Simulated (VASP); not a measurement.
Wanted: the native input for a VASP 6.6.1 run.

```yaml
Task: single point
Functional: PBE
Potentials_or_basis: VASP PAW PBE potentials, release 64 (Hf_pv, La)
Cutoff: 520 eV
k_mesh: 5 × 5 × 5
Occupations: fermi-dirac, width 0.05 eV
Spin: no spin polarisation
Dipole_correction: no
Further_INCAR_settings: ALGO = Normal; EDIFF = 1e-06; NBANDS = 30
```

The structure of La3Hf lies in POSCAR:

```
La3Hf
1.0
    4.9769461820      0.0000000000      0.0000000000
    0.0000000000      4.9769461820      0.0000000000
    0.0000000000      0.0000000000      4.9769461820
Hf La
1 3
Direct
    0.0000000000      0.0000000000      0.0000000000
    0.5000000000      0.5000000000      0.0000000000
    0.5000000000      0.0000000000      0.5000000000
    0.0000000000      0.5000000000      0.5000000000
```

These files were run (other wordings do the same):

INCAR

```
PREC = Accurate
ENCUT = 520
EDIFF = 1E-6
ISMEAR = -1
SIGMA = 0.05
LREAL = False
LASPH = True
NELM = 60
ALGO = Normal
ISIF = 2
LWAVE = False
LCHARG = False
GGA = PE
NBANDS = 30
```

KPOINTS

```
regular mesh
0
Gamma
  5 5 5
```

Potentials or basis: VASP PAW PBE potentials, release 64 (Hf_pv, La).

Command:

```sh
$ cat potpaw_PBE.64/Hf_pv/POTCAR potpaw_PBE.64/La/POTCAR > POTCAR
$ mpirun -np 1 vasp_std > vasp.out
```

Results of the run:

| Item | Value |
| --- | --- |
| Pressure | 1.7 GPa |
| Band gap on the k mesh | zero (an odd number of electrons rules out a gap without spin polarisation) |

Caveat: spin-orbit coupling is left out, which moves the levels of the heavy elements.

It took 62 s on 1 thread of Intel(R) Xeon(R) Platinum 8259CL CPU @ 2.50GHz (Skylake/Cascade Lake), with other jobs on the host, peak memory 0.23 GiB.
